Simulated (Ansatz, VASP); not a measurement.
**CdTe: VASP beside Ansatz**

INCAR

```
SYSTEM = CdTe
PREC = Accurate
ENCUT = 520
EDIFF = 1E-7
ISMEAR = 0
SIGMA = 0.01
LREAL = .FALSE.
LASPH = .TRUE.
NELM = 100
ALGO = Normal
ISIF = 2
LWAVE = .FALSE.
LCHARG = .TRUE.
LDIPOL = .TRUE.
IDIPOL = 3
DIPOL = 0.5 0.5 0.500
GGA = PS
LELF = .TRUE.
LVHAR = .TRUE.
LVACPOTAV = .TRUE.
NBANDS = 36
```

The input KPOINTS:

```
regular mesh
0
G
  6 6 1
  0 0 0
```

POSCAR

```
CdTe
1.0
    4.5886584790      0.0000000000      0.0000000000
   -2.2943292395      3.9738948121      0.0000000000
    0.0000000000      0.0000000000     23.4299039080
Te Cd
3 3
Direct
    0.0000000000      0.0000000000      0.3201037456
    0.3333333333      0.6666666667      0.4800115273
    0.6666666667      0.3333333333      0.6399193090
    0.3333333333      0.6666666667      0.3600806910
    0.6666666667      0.3333333333      0.5199884727
    0.0000000000      0.0000000000      0.6798962544
```

Input for Ansatz:

```yaml
crystal:
  lattice:
    - [4.588658479, 0.0, 0.0]
    - [-2.2943292395, 3.9738948121, 0.0]
    - [0.0, 0.0, 23.429903908]
  atoms:
    - { symbol: Te, position: [0.0, 0.0, 0.3201037456] }
    - { symbol: Cd, position: [0.3333333333, 0.6666666667, 0.360080691] }
    - { symbol: Te, position: [0.3333333333, 0.6666666667, 0.4800115273] }
    - { symbol: Cd, position: [0.6666666667, 0.3333333333, 0.5199884727] }
    - { symbol: Te, position: [0.6666666667, 0.3333333333, 0.639919309] }
    - { symbol: Cd, position: [0.0, 0.0, 0.6798962544] }
basis:
  ecutwfc: 420
kpoints:
  mp_grid: { grid: [6, 6, 1] }
hamiltonian:
  xc: pbesol
scf:
  occupations: { method: gaussian, width: 0.01 }
  max_iter: 98
output:
  forces: true
  stress: true
  eigenvalues: true
efield:
  axis: 3
  dipole_correction: true
  ramp_width: 0.04
```

Alike in both runs: task single point; functional PBEsol; k mesh 6 × 6 × 1; occupations gaussian, width 0.01 eV; no spin polarisation.

|  | VASP | Ansatz |
| --- | --- | --- |
| version | VASP 6.6.1 | Ansatz 0.2.0 |
| potentials or method | VASP PAW PBE potentials, release 64 (Te, Cd), cutoff 520 eV | scalar-relativistic, plane waves, PAW |
| valence electrons in the cell | 54 | 108 |

```csv
,VASP,Ansatz,Ansatz less VASP
gap on the k mesh at the Fermi level (eV),none,none,-
rms of the force components (eV/Å),0.329,0.331,+0.0023
"work function, face that differs most (eV)",2.76,2.75,-0.006
```

VASP's potentials were made for PBE, not for PBEsol. A gap of «none» marks a metal or a gap that the smearing closes. The functional is the same, so the differences come from potentials, cutoffs and numerics. VASP's potentials hold 54 valence electrons a cell and Ansatz's 108, so a difference there can come from the potentials and not from the codes.

Neither program's run includes spin-orbit coupling.
